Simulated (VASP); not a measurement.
**ZnCd2Se3: single point with PBE**

Crystal: ZnCd2Se3.

```
Zn Cd Se
1.0
     3.96494    0.00000    0.00000
    -1.98247    3.43374    0.00000
     0.00000    0.00000    9.77095
Zn Cd Se
1 2 3
Direct
  0.00000 0.00000 0.00000
  0.33333 0.66667 0.67271
  0.66667 0.33333 0.32729
  0.00000 0.00000 0.50000
  0.33333 0.66667 0.15090
  0.66667 0.33333 0.84910
```

* Program: VASP 6.6.1
* Task: single point
* Functional: PBE
* Potentials or basis: VASP PAW PBE potentials, release 64 (Zn, Cd, Se)
* Cutoff: 520 eV
* k mesh: 6 × 6 × 2
* Occupations: gaussian, width 0.1 eV
* Spin: no spin polarisation
* Dipole correction: no
* Further INCAR settings: ALGO = Normal; EDIFF = 1e-06; NBANDS = 36

```
Pressure               : 0.2 GPa
Largest force          : 0.028 eV/Å
Band gap on the k mesh : zero (band 27 reaches 2.55 eV, above the bottom of band 28 at 1.94 eV)
```

Forces in eV/Å, atoms in the order of the input:
```
Zn   0.000  0.000  0.000
Cd   0.000  0.000  0.006
Cd   0.000  0.000 -0.006
Se   0.000  0.000  0.000
Se   0.000  0.000 -0.028
Se   0.000  0.000  0.028
```

Stress tensor (GPa, compression positive):
```
0.26 0.00 0.00
0.00 0.26 0.00
0.00 0.00 0.17
```

Levels at points of the mesh, in eV from the Fermi level:
| k point | band 24 | band 25 | band 26 | band 27 | band 28 | band 29 | band 30 | band 31 |
| --- | --- | --- | --- | --- | --- | --- | --- | --- |
| (0.00, 0.00, 0.00) | -0.35 | -0.35 | -0.20 | -0.20 | 0.18 | 3.04 | 3.18 | 5.56 |
| (0.50, 0.00, 0.00) | -1.50 | -1.35 | -0.87 | -0.69 | -0.67 | 2.76 | 2.96 | 4.55 |
| (0.00, 0.00, 0.50) | -0.49 | -0.49 | -0.12 | -0.12 | 1.94 | 2.23 | 3.08 | 5.12 |
| (0.50, 0.00, 0.50) | -1.95 | -1.65 | -0.13 | -0.11 | 0.68 | 0.92 | 3.00 | 5.09 |

Run time: 37 s on 1 thread of Intel(R) Xeon(R) 6975P-C (Granite Rapids) (shared host), peak memory 0.28 GiB.
